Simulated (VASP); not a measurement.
ErSF, 6 atoms in the cell. The structure is tetragonal, space group P4/nmm (No. 129). The conventional cell has a = 3.746 Å, b = 3.746 Å, c = 6.813 Å, α = 90.00°, β = 90.00°, γ = 90.00°. Er (site symmetry 4mm) has 4 F at 2.44 Å and 5 S at 2.79 to 2.84 Å within 3.2 Å. S (site symmetry 4mm) has 5 Er at 2.79 to 2.84 Å and 4 F at 3.06 Å and 4 S at 3.30 Å within 3.7 Å. F (site symmetry -4m2) has 4 Er at 2.44 Å and 4 F at 2.65 Å and 4 S at 3.06 Å within 3.2 Å. 

```yaml
Program: VASP 6.6.1
Task: single point
Functional: r2SCAN
Potentials_or_basis: VASP PAW PBE potentials, release 64 (Er, S, F)
Cutoff: 800 eV
k_mesh: 5 × 5 × 3
Occupations: gaussian, width 0.05 eV
Spin: collinear spin, ferromagnetic start
Starting_moments: "[3.23, 3.27, 0.01, 0.02, 0.0, 0.0] μB"
Dipole_correction: no
Further_INCAR_settings: ALGO = Normal; EDIFF = 1e-06; NBANDS = 48
```

Potentials or basis: VASP PAW PBE potentials, release 64 (Er, S, F).

Run with:

```sh
$ cat potpaw_PBE.64/Er/POTCAR potpaw_PBE.64/S/POTCAR potpaw_PBE.64/F/POTCAR > POTCAR
$ cp INCAR.step1 INCAR
$ mpirun -np 1 vasp_std > vasp.out
$ cp INCAR.step2 INCAR
$ mpirun -np 1 vasp_std > vasp.out
```

Hardware: 1 thread of Intel(R) Xeon(R) 6975P-C (Granite Rapids) (shared host).

Question: How long does it take, and how much memory?

Answer: Wall time 35 min on 1 thread of Intel(R) Xeon(R) 6975P-C (Granite Rapids), on a shared host, peak memory 0.5 GiB. Counts: k points 12.
